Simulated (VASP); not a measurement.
## Nb2WSe5: single point with PBE

Crystal: Nb2WSe5.

```
CELL_PARAMETERS angstrom
3.39852 0.00000 0.00000
-1.69926 2.94320 0.00000
0.00000 0.00000 17.47543
ATOMIC_POSITIONS crystal
Nb 0.33333 0.66667 0.60041
Nb 0.33333 0.66667 0.39959
W 0.00000 0.00000 0.00000
Se 0.33333 0.66667 0.90578
Se 0.33333 0.66667 0.09422
Se 0.00000 0.00000 0.50000
Se 0.00000 0.00000 0.69726
Se 0.00000 0.00000 0.30274
```

| Item | Value |
| --- | --- |
| Program | VASP 6.6.1 |
| Task | single point |
| Functional | PBE |
| Potentials or basis | VASP PAW PBE potentials, release 64 (Nb_sv, W_sv, Se) |
| Cutoff | 520 eV |
| k mesh | 6 × 6 × 1 |
| Occupations | gaussian, width 0.1 eV |
| Spin | collinear spin, zero start |
| Starting moments | [0.0, 0.0, 0.0, 0.0, 0.0, 0.0, 0.0, 0.0] μB |

```json
{"Pressure": "0.5 GPa", "Largest force": "0.156 eV/Å", "Band gap on the k mesh": "zero (filled and empty bands overlap)", "Net moment": "0.00 μB per cell", "Valence electrons inside the program's atomic spheres": "Nb 10.62; W 11.88; Se 3.87, 4.00 (each value once)"}
```

Forces on the atoms (eV/Å):
```
Nb   0.000  0.000 -0.095
Nb   0.000  0.000  0.095
W    0.000  0.000  0.000
Se   0.000  0.000 -0.097
Se   0.000  0.000  0.097
Se   0.000  0.000  0.000
Se   0.000  0.000  0.156
Se   0.000  0.000 -0.156
```

Stress tensor (GPa, compression positive):
```
0.02 0.00 0.00
0.00 0.02 0.00
0.00 0.00 1.33
```

Levels at points of the mesh, in eV from the Fermi level:
Spin up:
```csv
k point,band 32,band 33,band 34,band 35,band 36,band 37,band 38,band 39
"(0.00, 0.00, 0.00)",-1.61,-1.12,-0.09,0.05,0.05,0.44,2.22,2.22
"(0.50, 0.00, 0.00)",-1.39,-1.35,-1.13,-0.70,1.75,1.84,1.90,1.96
```
Spin down:
```
           k point  band 33  band 34  band 35  band 36  band 37  band 38
(0.00, 0.00, 0.00)    -1.12    -0.09     0.05     0.05     0.44     2.22
(0.50, 0.00, 0.00)    -1.35    -1.13    -0.70     1.75     1.84     1.90
```

It took 96 s on 1 thread of Intel(R) Xeon(R) 6975P-C (Granite Rapids), on a shared host, peak memory 0.43 GiB.

Caveat: spin-orbit coupling is left out, which moves the levels of the heavy elements; this functional lacks dispersion, which binds layers or chains, so the pressure and a relaxed spacing across them are unreliable.
